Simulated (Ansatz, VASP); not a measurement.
## Na2ZrO2: VASP beside Ansatz

```
Na Zr O
1.0
     3.21174    0.00000    0.00000
    -1.60587    2.78145    0.00000
     0.00000    0.00000    8.88861
Na Zr O
2 1 2
Direct
  0.33333 0.66667 0.67422
  0.66667 0.33333 0.32578
  0.00000 0.00000 0.00000
  0.66667 0.33333 0.86136
  0.33333 0.66667 0.13864
```

Change from the starting cell: species swapped into the CaMn2P2 type (P-3m1, No. 164).

Alike in both runs: functional PBE; k mesh 6 × 6 × 4; occupations gaussian, width 0.1 eV; no spin polarisation.

Ansatz relaxed the structure, and its values are those at the end. VASP's run is a single point on that final structure, the one shown.

|  | VASP | Ansatz |
| --- | --- | --- |
| version | VASP 6.6.1 | Ansatz 0.2.0 |
| potentials or method | VASP PAW PBE potentials, release 64 (Na_pv, Zr_sv, O), cutoff 520 eV | scalar-relativistic, plane waves, PAW |
| valence electrons in the cell | 38 | 42 |

|  | VASP | Ansatz | Ansatz less VASP |
| --- | --- | --- | --- |
| gap on the k mesh at the Fermi level (eV) | none | none | - |
| pressure (GPa) | 0.2 | 0.1 | -0.11 |
| rms of the force components (eV/Å) | 0.019 | 0.011 | -0.0081 |

A gap of «none» marks a metal or a gap that the smearing closes. With one functional, cell and mesh, what is left measures potentials, basis and numerics. VASP's potentials hold 38 valence electrons a cell and Ansatz's 42, so a difference there can come from the potentials and not from the codes.

The k mesh is coarse, so the values compare programs but aren't converged.
